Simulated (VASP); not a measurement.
Write the native input for VASP 6.6.1 that does the following.

```
Task                   : single point
Functional             : PBE
Potentials or basis    : VASP PAW PBE potentials, release 64 (Tl_d, O)
Cutoff                 : 520 eV
k mesh                 : 12 × 12 × 14
Occupations            : gaussian, width 0.1 eV
Spin                   : no spin polarisation
Dipole correction      : no
Further INCAR settings : ALGO = Normal; EDIFF = 1e-06; NBANDS = 20
```

The structure of TlO2 lies in POSCAR:

```
TlO2
1.0
    3.7607046808      0.0000000000      0.0000000000
   -1.8803523404      3.2568657897      0.0000000000
    0.0000000000      0.0000000000      3.2658777653
Tl O
1 2
Direct
    0.0000000000      0.0000000000      0.0000000000
    0.3333333333      0.6666666667      0.5000000000
    0.6666666667      0.3333333333      0.5000000000
```

The input as run:

INCAR

```
  ALGO = Normal
  EDIFF = 1E-6
  ENCUT = 520
  GGA = PE
  ISIF = 2
  ISMEAR = 0
  LASPH = True
  LCHARG = False
  LREAL = False
  LWAVE = False
  NBANDS = 20
  NELM = 80
  PREC = Accurate
  SIGMA = 0.1
```

KPOINTS

```
k-points
0
Gamma
  12 12 14
```

Potentials or basis: VASP PAW PBE potentials, release 64 (Tl_d, O).

Command:

```sh
$ cat potpaw_PBE.64/Tl_d/POTCAR potpaw_PBE.64/O/POTCAR > POTCAR
$ mpirun -np 1 vasp_std > vasp.out
```

It gave:

- Pressure: -0.2 GPa

Caveat: an odd number of electrons without spin polarisation forces a metal; a magnetic or distorted state may lie lower.

Wall time 110 s on 1 thread of Intel Xeon 8259CL (shared host), peak memory 0.24 GiB.
